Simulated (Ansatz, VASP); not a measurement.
**Two plane-wave programs on Nb**

```xyz
1
Lattice="-1.6556 1.6556 1.6556 1.6556 -1.6556 1.6556 1.6556 1.6556 -1.6556" Properties=species:S:1:pos:R:3 pbc="T T T"
Nb    0.0000    0.0000    0.0000
```

Alike in both runs: task relaxation of cell and atoms; functional PBE; dispersion D3(BJ); k mesh 18 × 18 × 18; occupations gaussian, width 0.1 eV; no spin polarisation.

```csv
,VASP,Ansatz
version,VASP 6.6.1,Ansatz 0.2.0
potentials or method,"VASP PAW PBE potentials, release 64 (Nb_sv), cutoff 600 eV","scalar-relativistic, plane waves, PAW"
valence electrons in the cell,13,13
```

|  | VASP | Ansatz | Ansatz less VASP |
| --- | --- | --- | --- |
| gap on the k mesh at the Fermi level, each at its own relaxed structure (eV) | none | none | - |
| relaxed volume (Å³/atom) | 17.40 | 17.43 | +0.025 |
| relaxed cell length with the largest relative difference (Å) | 2.827 | 2.829 | +0.0013 |

A gap of «none» marks a metal or a gap that the smearing closes.
